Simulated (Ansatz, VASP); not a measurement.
**One calculation of BN, two programs**

File INCAR:

```
SYSTEM = BN
ALGO = Normal
EDIFF = 1E-6
ENCUT = 520
GGA = PS
ISIF = 2
ISMEAR = 0
LASPH = .True.
LCHARG = .False.
LREAL = .False.
LWAVE = .False.
NBANDS = 26
NELM = 100
PREC = Accurate
SIGMA = 0.05
```

Contents of KPOINTS:

```
k-points
0
Gamma
  6 6 10
  0 0 0
```

Contents of POSCAR:

```
BN
1.0
    4.2993000000      0.0000000000      0.0000000000
    0.0000000000      4.2993000000      0.0000000000
    0.0000000000      0.0000000000      2.6903000000
B N
4 4
Direct
    0.1741337327      0.8258662673      0.5000000000
    0.3258662673      0.3258662673      0.0000000000
    0.6741337327      0.6741337327      0.0000000000
    0.8258662673      0.1741337327      0.5000000000
    0.8123909516      0.8123909516      0.5000000000
    0.3123909516      0.6876090484      0.0000000000
    0.6876090484      0.3123909516      0.0000000000
    0.1876090484      0.1876090484      0.5000000000
```

Input for Ansatz:

```yaml
crystal:
  lattice:
    - [4.2993, 0.0, 0.0]
    - [0.0, 4.2993, 0.0]
    - [0.0, 0.0, 2.6903]
  atoms:
    - { symbol: B, position: [0.1741337327, 0.8258662673, 0.5] }
    - { symbol: B, position: [0.3258662673, 0.3258662673, 0.0] }
    - { symbol: B, position: [0.6741337327, 0.6741337327, 0.0] }
    - { symbol: B, position: [0.8258662673, 0.1741337327, 0.5] }
    - { symbol: "N", position: [0.8123909516, 0.8123909516, 0.5] }
    - { symbol: "N", position: [0.3123909516, 0.6876090484, 0.0] }
    - { symbol: "N", position: [0.6876090484, 0.3123909516, 0.0] }
    - { symbol: "N", position: [0.1876090484, 0.1876090484, 0.5] }
basis:
  ecutwfc: 520.0
kpoints:
  mp_grid: { grid: [6, 6, 10] }
hamiltonian:
  xc: pbesol
  pseudopotentials: { kind: paw, azcp: { folder: soft_1 } }
scf:
  occupations: { method: gaussian, width: 0.05 }
output:
  forces: true
  stress: true
  eigenvalues: true
  write_density: true
  write_potential: true
  elf: true
  volumetric_format: npy
```

Alike in both runs: task single point; functional PBEsol; k mesh 6 × 6 × 10; occupations gaussian, width 0.05 eV; no spin polarisation.

|  | VASP | Ansatz |
| --- | --- | --- |
| version | VASP 6.6.1 | Ansatz 0.2.0 |
| potentials or method | VASP PAW PBE potentials, release 64 (B, N), cutoff 520 eV | scalar-relativistic, plane waves, PAW |
| valence electrons in the cell | 32 | 32 |

```tsv
	VASP	Ansatz	Ansatz less VASP
gap on the k mesh at the Fermi level (eV)	4.50	4.52	+0.012
least direct gap on the mesh (eV)	4.86	4.86	+0.005
pressure (GPa)	-4.0	-4.7	-0.69
traceless stress, the component that is largest in VASP (GPa)	-42.68	-42.37	+0.308
rms of the force components (eV/Å)	0.372	0.354	-0.0182
```

VASP's potentials were made for PBE, not for PBEsol, and Ansatz warns of the same on its side. Atom by atom the forces differ by 0.020 eV/Å (rms over components).
